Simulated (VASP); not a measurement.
Here is a VASP 6.6.1 calculation.

File INCAR:

```
PREC = Accurate
ENCUT = 520
EDIFF = 1E-6
ISMEAR = 0
SIGMA = 0.05
LREAL = F
LASPH = T
NELM = 100
ALGO = Normal
ISIF = 2
LWAVE = F
LCHARG = T
GGA = PS
LELF = T
LVHAR = T
NBANDS = 35
```

File KPOINTS:

```
regular mesh
0
Gamma
  9 9 2
```

File POSCAR:

```
WSe2
1.0
   -3.2711504052      0.0000000000      0.0000000000
   -1.6355752026     -2.8328993505      0.0000000000
   -3.6800442058     -2.1246745129     13.2206689562
W Se
2 4
Direct
   -0.2291666667     -0.2291666667      0.7500000000
    0.4791666667      0.4791666667      0.2500000000
    0.2407936975      0.2407936975      0.1233861811
    0.1991270308      0.1991270308      0.6233861811
    0.0508729692      0.0508729692      0.3766138189
    0.0092063025      0.0092063025      0.8766138189
```

Potentials or basis: VASP PAW PBE potentials, release 64 (W_sv, Se).

Command:

```sh
$ cat potpaw_PBE.64/W_sv/POTCAR potpaw_PBE.64/Se/POTCAR > POTCAR
$ mpirun -np 1 vasp_std > vasp.out
```

Q: Predict the pressure.

A: 0.6 GPa.

Q: Predict the largest force.

A: 0.073 eV/Å.

Q: What does it give for the band gap on the k mesh?

A: 1.14 eV, indirect (least direct gap 1.62 eV).

Forces in eV/Å, atoms in the order of the input:
```
W    0.004  0.002  0.013
W   -0.004 -0.002 -0.013
Se   0.003  0.002  0.006
Se  -0.002 -0.001 -0.073
Se   0.002  0.001  0.073
Se  -0.003 -0.002 -0.006
```

Caveat: the PAW data sets were made with another functional, which shifts forces and pressure a little; spin-orbit coupling is left out, which moves the levels of the heavy elements; this functional lacks dispersion, which binds the layers, so the pressure and a relaxed spacing across them are unreliable. A k mesh can miss the band edges.
